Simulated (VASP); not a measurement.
A run of VASP 6.6.1 is set up as follows.

INCAR

```
SYSTEM = BAs
ALGO = Normal
EDIFF = 1E-6
ENCUT = 500
GGA = PS
GGA_COMPAT = .FALSE.
ISIF = 2
ISMEAR = 0
LASPH = .TRUE.
LCHARG = .FALSE.
LREAL = .FALSE.
LWAVE = .FALSE.
NBANDS = 11
NELM = 120
PREC = Accurate
SIGMA = 0.01
```

KPOINTS

```
k-points
0
G
  6 6 6
  0 0 0
```

File POSCAR:

```
BAs
1.0
    0.0000000000      2.3841689088      2.3841689088
    2.3841689088      0.0000000000      2.3841689088
    2.3841689088      2.3841689088      0.0000000000
B As
1 1
Direct
    0.0000000000      0.0000000000      0.0000000000
    0.2500000000      0.2500000000      0.2500000000
```

Potentials or basis: VASP PAW PBE potentials, release 64 (B, As).

Run with:

```console
$ cat potpaw_PBE.64/B/POTCAR potpaw_PBE.64/As/POTCAR > POTCAR
$ mpirun -np 1 vasp_std > vasp.out
```

**Question.** What does it give for the pressure?

**Answer.** 0.9 GPa.

**Question.** What does it give for the band gap on the k mesh?

**Answer.** 1.18 eV, indirect (least direct gap 3.24 eV).

Caveat: the PAW data sets were made with another functional, which shifts forces and pressure a little. A k mesh can miss the band edges.
